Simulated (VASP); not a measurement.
CdO2, 3 atoms in the cell. The structure is trigonal, space group P-3m1 (No. 164). Conventional cell: a = 3.476 Å, b = 3.476 Å, c = 4.148 Å, α = 90.00°, β = 90.00°, γ = 120.00°. Within 3.0 Å of Cd (site symmetry -3m) lie 6 O at 2.25 Å. Within 3.0 Å of O (site symmetry 3m) lie 3 Cd at 2.25 Å and 6 O at 2.85 to 2.92 Å. 

```yaml
Program: VASP 6.6.1
Task: single point
Functional: PBEsol
Potentials_or_basis: VASP PAW PBE potentials, release 64 (Cd_sv_GW, O)
Cutoff: 700 eV
k_mesh: 5 × 5 × 4
Occupations: fermi-dirac, width 0.1 eV
Spin: no spin polarisation
Dipole_correction: no
Further_INCAR_settings: ALGO = Normal; EDIFF = 1e-06; NBANDS = 23
```

Potentials or basis: VASP PAW PBE potentials, release 64 (Cd_sv_GW, O).

The run is started by

```bash
$ cat potpaw_PBE.64/Cd_sv_GW/POTCAR potpaw_PBE.64/O/POTCAR > POTCAR
$ mpirun -np 1 vasp_std > vasp.out
```

Hardware: 1 thread of Intel(R) Xeon(R) 6975P-C (Granite Rapids), with other jobs on the host.

Task: How long does it take, and how much memory?

Result: Run time: 17 s on 1 thread of Intel(R) Xeon(R) 6975P-C (Granite Rapids) (shared host), peak memory 0.2 GiB. Counts: scf iterations 13, k points 17.
